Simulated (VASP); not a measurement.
# Si (P6_3/mmc) in VASP: further runs

Si is run at these levels: PBE; tasks: single point.

All numbers are computed with VASP 6.6.1; they aren't measurements. Logs are shortened: lines on timing, memory, paths and dates and some standing lists are left out, and cuts for length are marked.

## 1. The cell of the first run

Symmetry: P6_3/mmc, No. 194, hexagonal system. The conventional cell has a = 3.851 Å, b = 3.851 Å, c = 6.365 Å, α = 90.00°, β = 90.00°, γ = 120.00°. Si (site symmetry 3m) has 4 Si at 2.36 to 2.38 Å within 3.1 Å.

This isn't the form of Si at room conditions, which is diamond.

## 2. Single point, PBE

File INCAR:

```
SYSTEM = Si
ALGO = Normal
EDIFF = 1E-6
ENCUT = 520
GGA = PE
ISIF = 2
ISMEAR = 0
LASPH = .TRUE.
LCHARG = .FALSE.
LREAL = Auto
LWAVE = .FALSE.
NBANDS = 46
NELM = 80
PREC = Accurate
SIGMA = 0.02
```

File KPOINTS:

```
k-points
0
G
  5 4 4
  0 0 0
```

File POSCAR:

```
Si
1.0
    0.0000000000      0.0000000000      6.3650227274
    7.7025612697      0.0000000001      0.0000000000
   -3.8512806349      6.6706137337      0.0000000000
Si
16
Direct
    0.0629309403      0.1666666667      0.3333333333
    0.0629309403      0.1666666667      0.8333333333
    0.0629309403      0.6666666667      0.3333333333
    0.0629309403      0.6666666667      0.8333333333
    0.5629309403      0.3333333333      0.1666666667
    0.5629309403      0.3333333333      0.6666666667
    0.5629309403      0.8333333333      0.1666666667
    0.5629309403      0.8333333333      0.6666666667
    0.4370690597      0.1666666667      0.3333333333
    0.4370690597      0.1666666667      0.8333333333
    0.4370690597      0.6666666667      0.3333333333
    0.4370690597      0.6666666667      0.8333333333
    0.9370690597      0.3333333333      0.1666666667
    0.9370690597      0.3333333333      0.6666666667
    0.9370690597      0.8333333333      0.1666666667
    0.9370690597      0.8333333333      0.6666666667
```

Potentials or basis: VASP PAW PBE potentials, release 64 (Si).

Run with:

```bash
> cat potpaw_PBE.64/Si/POTCAR > POTCAR
> mpirun -np 1 vasp_std > vasp.out
```

OUTCAR:

```text
SYSTEM = Si
   EDIFF = 1E-6
   ENCUT = 520
   GGA = PE
   ISIF = 2
   ISMEAR = 0
   LASPH = .TRUE.
   LREAL = Auto
   NELM = 80
   PREC = Accurate

 ion  position               nearest neighbor table
   1  0.063  0.167  0.333-  13 2.36  14 2.36  15 2.36   9 2.38
   2  0.063  0.167  0.833-  14 2.36  13 2.36  16 2.36  10 2.38
   3  0.063  0.667  0.333-  15 2.36  16 2.36  13 2.36  11 2.38
   4  0.063  0.667  0.833-  16 2.36  15 2.36  14 2.36  12 2.38
   5  0.563  0.333  0.167-   9 2.36  10 2.36  11 2.36  13 2.38
   6  0.563  0.333  0.667-  10 2.36   9 2.36  12 2.36  14 2.38
[... 8 lines left out ...]
  15  0.937  0.833  0.167-   3 2.36   4 2.36   1 2.36   7 2.38
  16  0.937  0.833  0.667-   4 2.36   3 2.36   2 2.36   8 2.38
[... 7 lines left out ...]
 A1 = (   7.7025612697,   0.0000000001,   0.0000000000)
 A2 = (  -3.8512806349,   6.6706137337,   0.0000000000)
 A3 = (   0.0000000000,   0.0000000000,   6.3650227274)

Analysis of symmetry for initial positions (statically):
=====================================================================
 Subroutine PRICEL returns following result:

  LATTYP: Found a hexagonal cell.
 ALAT       =     3.8512806349
 C/A-ratio  =     1.6527029139

  Lattice vectors:

 A1 = (   3.8512806349,   0.0000000001,   0.0000000000)
 A2 = (  -1.9256403175,   3.3353068668,   0.0000000000)
 A3 = (   0.0000000000,   0.0000000000,   6.3650227274)

   4 primitive cells build up your supercell.

 Routine SETGRP: Setting up the symmetry group for a
 hexagonal supercell.

 Subroutine GETGRP returns: Found 24 space group operations
 (whereof 12 operations were pure point group operations)
 out of a pool of 24 trial point group operations.

The static configuration has the point symmetry D_3d.
 The point group associated with its full space group is D_6h.

Analysis of symmetry for dynamics (positions and initial velocities):
=====================================================================
 Subroutine PRICEL returns following result:

  LATTYP: Found a hexagonal cell.
 ALAT       =     3.8512806349
 C/A-ratio  =     1.6527029139

  Lattice vectors:

 A1 = (   3.8512806349,   0.0000000001,   0.0000000000)
 A2 = (  -1.9256403175,   3.3353068668,   0.0000000000)
 A3 = (   0.0000000000,   0.0000000000,   6.3650227274)

   4 primitive cells build up your supercell.

[... 96 lines left out ...]
   LASPH  =      T    aspherical Exc in radial PAW
   ENCUT  =  520.0 eV  38.22 Ry    6.18 a.u.  11.83 14.32 14.32*2*pi/ulx,y,z
   NELM   =     80;   NELMIN=  2; NELMDL= -5     # of ELM steps
   EDIFF  = 0.1E-05   stopping-criterion for ELM
   LREAL  =      T    real-space projection
   EDIFFG = 0.1E-04   stopping-criterion for IOM
   NSW    =      0    number of steps for IOM
[... 5 lines left out ...]
   TEBEG  =    0.0;   TEEND  =   0.0 temperature during run
   PSTRESS=    0.0 pullay stress
   NELECT =      64.0000    total number of electrons
   NUPDOWN=      -1.0000    fix difference up-down
   EMIN   =  10.00;   EMAX   =-10.00  energy-range for DOS
   EFERMI =   0.00;   METHOD = LEGACY
   ISMEAR =     0;   SIGMA  =   0.02  broadening in eV -4-tet -1-fermi 0-gaus
   EFERMI_NEDOS =   21; number of points for ismear=-14 and -15
   IALGO  =     38    algorithm
   IMIX   =      4    mixing-type and parameters
     AMIX     =   0.40;   BMIX     =  1.00
     AMIX_MAG =   1.60;   BMIX_MAG =  1.00
  volume/ion in A,a.u.               =      20.44       137.94
  Fermi-wavevector in a.u.,A,eV,Ry     =   0.950461  1.796112 12.291190  0.903377
  Thomas-Fermi vector in A             =   2.078840
   LORBIT       =      0    0 simple, 1 ext, 2 COOP (PROOUT), +10 PAW based schemes
   GGA     = PE    functional components
   LHFCALC =     F    Hartree Fock is set to
   AEXX    =    0.0000 exact exchange contribution
   IVDW    =     0    specifies the selected vdW correction
   LEPSILON=     F    determine dielectric tensor
   LRPA    =     F    only Hartree local field effects (RPA)
 non-spin polarized calculation
 Gauss-broadening in eV      SIGMA  =   0.02
  energy-cutoff  :      520.00
  volume of cell :      327.04
 maximum number of plane-waves:      8826
 NGX is ok and might be reduce to    48

 number of electron      64.0000004 magnetization

 Free energy of the ion-electron system (eV)
  ---------------------------------------------------
  ext. energy  EPLUGINS =         0.00000000
  ---------------------------------------------------
  free energy    TOTEN  =       -86.61004622 eV

  energy without entropy =      -86.61004622  energy(sigma->0) =      -86.61004622

 E-fermi :   5.9711     XC(G=0):  -9.3229

 val. band max:        5.8637745100   @ k =   0.0000   0.0000   0.0000
 cond. band min:       6.3164795324   @ k =   0.0000   0.0000   0.0000
 fundamental gap:      0.4527050224
 Fermi energy:         5.9710577593

 k-point     1 :       0.0000    0.0000    0.0000
  band No.  band energies     occupation
      1      -6.2116      2.00000
      2      -4.0625      2.00000
      3      -4.0625      2.00000
      4      -4.0625      2.00000
      5      -3.9673      2.00000
      6      -2.4962      2.00000
[... 553 lines left out ...]
     43       8.8798      0.00000
     44       8.9891      0.00000
 [bands above 44 left out]

------------------------ aborting loop because EDIFF is reached ----------------------------------------

  FORCE on cell =-STRESS in cart. coord.  units (eV):
  Direction    XX          YY          ZZ          XY          YZ          ZX
  --------------------------------------------------------------------------------------
  -------------------------------------------------------------------------------------
  Total       -0.0552162     -0.0552162     -0.0918763     -0.0000000      0.0000000      0.0000000
  in kB       -0.2705053     -0.2705053     -0.4501041     -0.0000000      0.0000000      0.0000000
  external PRESSURE =      -0.3303716 kB  Pullay stress =       0.0000000 kB

 VOLUME and BASIS-vectors are now :
 -----------------------------------------------------------------------------
  energy-cutoff  :      520.00
  volume of cell :      327.04
      direct lattice vectors                 reciprocal lattice vectors
     0.000000000  0.000000000  6.365022727     0.000000000  0.000000000  0.157108630
     7.702561270  0.000000000  0.000000000     0.129826945  0.074955622  0.000000000
    -3.851280635  6.670613734  0.000000000    -0.000000000  0.149911244  0.000000000

 POSITION                                       TOTAL-FORCE (eV/Angst)
 -----------------------------------------------------------------------------------
      0.00000      2.22354      0.40056        -0.000000     -0.000000      0.003903
     -1.92564      5.55884      0.40056         0.000000     -0.000000      0.003903
      3.85128      2.22354      0.40056         0.000000     -0.000000      0.003903
      1.92564      5.55884      0.40056         0.000000     -0.000000      0.003903
      1.92564      1.11177      3.58307         0.000000     -0.000000      0.003903
     -0.00000      4.44708      3.58307        -0.000000      0.000000      0.003903
[... 8 lines left out ...]
      5.77692      1.11177      5.96447         0.000000      0.000000     -0.003903
      3.85128      4.44708      5.96447        -0.000000      0.000000     -0.003903
 -----------------------------------------------------------------------------------
    total drift:                               -0.000000      0.000000      0.000000

  FREE ENERGIE OF THE ION-ELECTRON SYSTEM (eV)
  ---------------------------------------------------
  free  energy   TOTEN  =       -86.6100462248 eV

  energy  without entropy=      -86.6100462248  energy(sigma->0) =      -86.61004622
```

OSZICAR:

```text
N       E                     dE             d eps       ncg     rms          rms(c)
DAV:   1     0.154090285133E+03    0.15409E+03   -0.24158E+04  1104   0.115E+03
DAV:   2    -0.743456042971E+02   -0.22844E+03   -0.21392E+03  1344   0.166E+02
DAV:   3    -0.876818700060E+02   -0.13336E+02   -0.13090E+02  1428   0.367E+01
DAV:   4    -0.879751452815E+02   -0.29328E+00   -0.29182E+00  1424   0.664E+00
DAV:   5    -0.879827527170E+02   -0.76074E-02   -0.75917E-02  1398   0.102E+00    0.135E+01
DAV:   6    -0.870382032350E+02    0.94455E+00   -0.48238E-01  1304   0.203E+00    0.822E+00
DAV:   7    -0.865982762372E+02    0.43993E+00   -0.10339E+00  1258   0.308E+00    0.476E-01
DAV:   8    -0.866078106218E+02   -0.95344E-02   -0.62835E-02  1328   0.827E-01    0.193E-01
DAV:   9    -0.866094055575E+02   -0.15949E-02   -0.28998E-03  1426   0.201E-01    0.177E-01
DAV:  10    -0.866100442513E+02   -0.63869E-03   -0.10763E-03  1248   0.108E-01    0.589E-02
DAV:  11    -0.866100384716E+02    0.57798E-05   -0.15753E-05  1400   0.150E-02    0.200E-02
DAV:  12    -0.866100479524E+02   -0.94808E-05   -0.13309E-05  1242   0.131E-02    0.882E-03
DAV:  13    -0.866100462561E+02    0.16963E-05   -0.14340E-06   992   0.396E-03    0.991E-04
DAV:  14    -0.866100462248E+02    0.31232E-07   -0.23274E-07   750   0.178E-03
   1 F= -.86610046E+02 E0= -.86610046E+02  d E =-.899284E-16
```

stdout:

```text
POSCAR found type information on POSCAR Si
 POSCAR found :  1 types and      16 ions
 scaLAPACK will be used
 LDA part: xc-table for (Slater+PW92), standard interpolation
 POSCAR, INCAR and KPOINTS ok, starting setup
 FFT: planning ... GRIDC
 FFT: planning ... GRID_SOFT
 FFT: planning ... GRID
 WAVECAR not read
 entering main loop
```

It took 2.3 min on 1 thread of Intel Xeon 6975P-C (Granite Rapids), shared host; peak memory 0.42 GiB.

What came out:

* Free energy: -86.6100 eV
* Pressure: 0.0 GPa
* Largest force: 0.004 eV/Å
* Band gap on the k mesh: 0.45 eV

Forces in eV/Å, atoms in the order of the input:
```
Si   0.000  0.000  0.004
Si   0.000  0.000  0.004
Si   0.000  0.000  0.004
Si   0.000  0.000  0.004
Si   0.000  0.000  0.004
Si   0.000  0.000  0.004
Si   0.000  0.000  0.004
Si   0.000  0.000  0.004
Si   0.000  0.000 -0.004
Si   0.000  0.000 -0.004
Si   0.000  0.000 -0.004
Si   0.000  0.000 -0.004
Si   0.000  0.000 -0.004
Si   0.000  0.000 -0.004
Si   0.000  0.000 -0.004
Si   0.000  0.000 -0.004
```

Caveat: an odd mesh through Γ misses points on the zone boundary, where band edges can lie.

## 3. Single point, PBE

This run uses another cell than the first one: it holds 4 atoms, not 16.

File INCAR:

```
SYSTEM = Si
  ALGO = Normal
  EDIFF = 1E-6
  ENCUT = 500
  GGA = PE
  GGA_COMPAT = .FALSE.
  ISIF = 2
  ISMEAR = 0
  LASPH = .TRUE.
  LCHARG = .TRUE.
  LELF = .TRUE.
  LREAL = .FALSE.
  LVHAR = .TRUE.
  LWAVE = .FALSE.
  NBANDS = 16
  NELM = 120
  PREC = Accurate
  SIGMA = 0.02
```

File KPOINTS:

```
k-points
0
G
  18 18 9
  0 0 0
```

File POSCAR:

```
Si
1.0
    4.0245882543      0.0000000000      0.0000000000
   -2.0122941272      3.4853956680      0.0000000000
    0.0000000000      0.0000000000      6.1931671123
Si
4
Direct
    0.3333333333      0.6666666667      0.0606629648
    0.6666666667      0.3333333333      0.5606629648
    0.3333333333      0.6666666667      0.4393370352
    0.6666666667      0.3333333333      0.9393370352
```

Potentials or basis: VASP PAW PBE potentials, release 64 (Si).

Run with:

```bash
> cat potpaw_PBE.64/Si/POTCAR > POTCAR
> mpirun -np 1 vasp_std > vasp.out
```

OUTCAR:

```text
SYSTEM = Si
   EDIFF = 1E-6
   ENCUT = 500
   GGA = PE
   ISIF = 2
   ISMEAR = 0
   LASPH = .TRUE.
   LREAL = .FALSE.
   NELM = 120
   PREC = Accurate

 ion  position               nearest neighbor table
   1  0.333  0.667  0.061-   3 2.35   4 2.44   4 2.44   4 2.44
   2  0.667  0.333  0.561-   4 2.35   3 2.44   3 2.44   3 2.44
   3  0.333  0.667  0.439-   1 2.35   2 2.44   2 2.44   2 2.44
   4  0.667  0.333  0.939-   2 2.35   1 2.44   1 2.44   1 2.44

  LATTYP: Found a hexagonal cell.
 ALAT       =     4.0245882543
 C/A-ratio  =     1.5388324770

  Lattice vectors:

 A1 = (   4.0245882543,   0.0000000000,   0.0000000000)
 A2 = (  -2.0122941272,   3.4853956680,   0.0000000000)
 A3 = (   0.0000000000,   0.0000000000,   6.1931671123)

Analysis of symmetry for initial positions (statically):
=====================================================================
 Subroutine PRICEL returns:
 Original cell was already a primitive cell.

 Routine SETGRP: Setting up the symmetry group for a
 hexagonal supercell.

 Subroutine GETGRP returns: Found 24 space group operations
 (whereof 12 operations were pure point group operations)
 out of a pool of 24 trial point group operations.

The static configuration has the point symmetry D_3d.
 The point group associated with its full space group is D_6h.

Analysis of symmetry for dynamics (positions and initial velocities):
=====================================================================
 Subroutine PRICEL returns:
 Original cell was already a primitive cell.

 Routine SETGRP: Setting up the symmetry group for a
 hexagonal supercell.

 Subroutine GETGRP returns: Found 24 space group operations
 (whereof 12 operations were pure point group operations)
[... 123 lines left out ...]
   EFERMI_NEDOS =   21; number of points for ismear=-14 and -15
   IALGO  =     38    algorithm
   IMIX   =      4    mixing-type and parameters
     AMIX     =   0.40;   BMIX     =  1.00
     AMIX_MAG =   1.60;   BMIX_MAG =  1.00
  volume/ion in A,a.u.               =      21.72       146.56
  Fermi-wavevector in a.u.,A,eV,Ry     =   0.931435  1.760158 11.804031  0.867572
  Thomas-Fermi vector in A             =   2.057928
   LORBIT       =      0    0 simple, 1 ext, 2 COOP (PROOUT), +10 PAW based schemes
   GGA     = PE    functional components
   LHFCALC =     F    Hartree Fock is set to
   AEXX    =    0.0000 exact exchange contribution
   IVDW    =     0    specifies the selected vdW correction
   LEPSILON=     F    determine dielectric tensor
   LRPA    =     F    only Hartree local field effects (RPA)
 non-spin polarized calculation
 Gauss-broadening in eV      SIGMA  =   0.02
  energy-cutoff  :      500.00
  volume of cell :       86.87
 maximum number of plane-waves:      2237
 NGX is ok and might be reduce to    30

 number of electron      15.9999999 magnetization

 Free energy of the ion-electron system (eV)
  ---------------------------------------------------
  ext. energy  EPLUGINS =         0.00000000
  ---------------------------------------------------
  free energy    TOTEN  =       -21.42614518 eV

  energy without entropy =      -21.42614503  energy(sigma->0) =      -21.42614510

 E-fermi :   5.2781     XC(G=0):  -9.0811

 val. band max:        5.2349644075   @ k =   0.0000   0.0000   0.0000
 cond. band min:       5.3181289886   @ k =   0.0000   0.0000   0.0000
 fundamental gap:      0.0831645810
 Fermi energy:         5.2780652505

 k-point     1 :       0.0000    0.0000    0.0000
  band No.  band energies     occupation
      1      -6.4085      2.00000
      2      -3.8741      2.00000
      3      -1.6078      2.00000
      4       3.4916      2.00000
      5       3.4916      2.00000
      6       5.1116      2.00000
[... 433 lines left out ...]
      3      -1.9522      2.00000
      4      -0.0669      2.00000
      5       0.8778      2.00000
      6       1.7400      2.00000
[... 8 lines left out ...]
     15      12.1071      0.00000
     16      12.1827      0.00000

 [... further k-points ...]

------------------------ aborting loop because EDIFF is reached ----------------------------------------

  FORCE on cell =-STRESS in cart. coord.  units (eV):
  Direction    XX          YY          ZZ          XY          YZ          ZX
  --------------------------------------------------------------------------------------
  -------------------------------------------------------------------------------------
  Total       -4.6145214     -4.6145214      2.1416574      0.0000000      0.0000000      0.0000000
  in kB      -85.1041832    -85.1041832     39.4979221      0.0000000      0.0000000      0.0000000
  external PRESSURE =     -43.5701481 kB  Pullay stress =       0.0000000 kB

 VOLUME and BASIS-vectors are now :
 -----------------------------------------------------------------------------
  energy-cutoff  :      500.00
  volume of cell :       86.87
      direct lattice vectors                 reciprocal lattice vectors
     4.024588254  0.000000000  0.000000000     0.248472623  0.143455736  0.000000000
    -2.012294127  3.485395668  0.000000000     0.000000000  0.286911472  0.000000000
     0.000000000  0.000000000  6.193167112     0.000000000  0.000000000  0.161468273

 POSITION                                       TOTAL-FORCE (eV/Angst)
 -----------------------------------------------------------------------------------
     -0.00000      2.32360      0.37570         0.000000     -0.000000     -0.320937
      2.01229      1.16180      3.47228        -0.000000      0.000000     -0.320937
     -0.00000      2.32360      2.72089         0.000000     -0.000000      0.320937
      2.01229      1.16180      5.81747        -0.000000      0.000000      0.320937
 -----------------------------------------------------------------------------------
    total drift:                               -0.000000      0.000000     -0.000000

  FREE ENERGIE OF THE ION-ELECTRON SYSTEM (eV)
  ---------------------------------------------------
  free  energy   TOTEN  =       -21.4261451770 eV

  energy  without entropy=      -21.4261450326  energy(sigma->0) =      -21.42614510
```

OSZICAR:

```text
N       E                     dE             d eps       ncg     rms          rms(c)
DAV:   1     0.250543683205E+02    0.25054E+02   -0.57437E+03  5920   0.787E+02
DAV:   2    -0.198355622049E+02   -0.44890E+02   -0.40746E+02  8112   0.116E+02
DAV:   3    -0.217039760485E+02   -0.18684E+01   -0.18497E+01  8096   0.223E+01
DAV:   4    -0.217274313323E+02   -0.23455E-01   -0.23449E-01  7368   0.319E+00
DAV:   5    -0.217278796286E+02   -0.44830E-03   -0.44821E-03  8240   0.420E-01    0.623E+00
DAV:   6    -0.215208978023E+02    0.20698E+00   -0.86803E-02  7072   0.141E+00    0.377E+00
DAV:   7    -0.214226559364E+02    0.98242E-01   -0.19004E-01  7312   0.215E+00    0.228E-01
DAV:   8    -0.214254141113E+02   -0.27582E-02   -0.16110E-02  7032   0.682E-01    0.145E-01
DAV:   9    -0.214258950133E+02   -0.48090E-03   -0.76063E-04  8416   0.157E-01    0.978E-02
DAV:  10    -0.214261249865E+02   -0.22997E-03   -0.32968E-04  6872   0.883E-02    0.264E-02
DAV:  11    -0.214261390058E+02   -0.14019E-04   -0.22683E-05  8152   0.249E-02    0.199E-02
DAV:  12    -0.214261450678E+02   -0.60620E-05   -0.72164E-06  6864   0.142E-02    0.902E-03
DAV:  13    -0.214261451770E+02   -0.10917E-06   -0.92825E-07  7096   0.501E-03
   1 F= -.21426145E+02 E0= -.21426145E+02  d E =-.144405E-06
```

It took 2.6 min on 1 thread of Intel Xeon Platinum 8488C (Sapphire Rapids), shared host; peak memory 0.3 GiB.

What came out:

- Free energy: -21.4261 eV
- Pressure: -4.4 GPa
- Largest force: 0.321 eV/Å
- Band gap on the k mesh: 0.08 eV

Forces in eV/Å, atoms in the order of the input:
```
Si   0.000  0.000 -0.321
Si   0.000  0.000 -0.321
Si   0.000  0.000  0.321
Si   0.000  0.000  0.321
```

Stress tensor (GPa, compression positive):
```
-8.51  0.00  0.00
 0.00 -8.51  0.00
 0.00  0.00  3.95
```

Levels at points of the mesh, in eV from the valence-band top:
```tsv
k point	band 5	band 6	band 7	band 8	band 9	band 10	band 11	band 12
(0.00, 0.00, 0.00)	-1.74	-0.12	0.00	0.00	0.08	1.73	1.73	2.38
(0.50, 0.00, 0.00)	-4.34	-3.06	-2.73	-1.22	0.26	2.32	3.00	3.36
```

Caveat: the cell stands under tension; an odd mesh through Γ misses points on the zone boundary, where band edges can lie.

(Part 1 of 2 ends here.)
